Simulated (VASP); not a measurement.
Set up this calculation in VASP 6.6.1, as the native input.

```yaml
Task: single point
Functional: PBE
Potentials_or_basis: VASP PAW PBE potentials, release 64 (Ti_sv, O)
Cutoff: 520 eV
k_mesh: 6 × 6 × 9
Occupations: fermi-dirac, width 0.05 eV
Spin: no spin polarisation
Dipole_correction: no
Further_INCAR_settings: ALGO = Normal; EDIFF = 1e-07; NBANDS = 33
```

The structure of TiO2 lies in POSCAR:

```
TiO2
1.0
    4.4416553536      0.0000000000      0.0000000000
    0.0000000000      4.4416553536      0.0000000000
    0.0000000000      0.0000000000      2.8972601496
Ti O
2 4
Direct
    0.0000000000      0.0000000000      0.5000000000
    0.5000000000      0.5000000000      0.0000000000
    0.3020713785      0.3020713785      0.5000000000
    0.1979286215      0.8020713785      0.0000000000
    0.8020713785      0.1979286215      0.0000000000
    0.6979286215      0.6979286215      0.5000000000
```

One way to write it, as run:

INCAR

```
ALGO = Normal
EDIFF = 1E-7
ENCUT = 520
GGA = PE
ISIF = 2
ISMEAR = -1
LASPH = T
LCHARG = T
LELF = T
LREAL = F
LVHAR = T
LWAVE = F
NBANDS = 33
NELM = 60
PREC = Accurate
SIGMA = 0.05
```

KPOINTS

```
k-points
0
Gamma
  6 6 9
```

Potentials or basis: VASP PAW PBE potentials, release 64 (Ti_sv, O).

Run with:

```console
$ cat potpaw_PBE.64/Ti_sv/POTCAR potpaw_PBE.64/O/POTCAR > POTCAR
$ mpirun -np 1 vasp_std > vasp.out
```

It gave:

```yaml
Pressure: 30.8 GPa
Largest_force: 0.019 eV/Å
Band_gap_on_the_k_mesh: 1.96 eV, direct
```

Wall time 2 min on 1 thread of Intel(R) Xeon(R) Platinum 8488C (Sapphire Rapids) (shared host), peak memory 0.21 GiB.
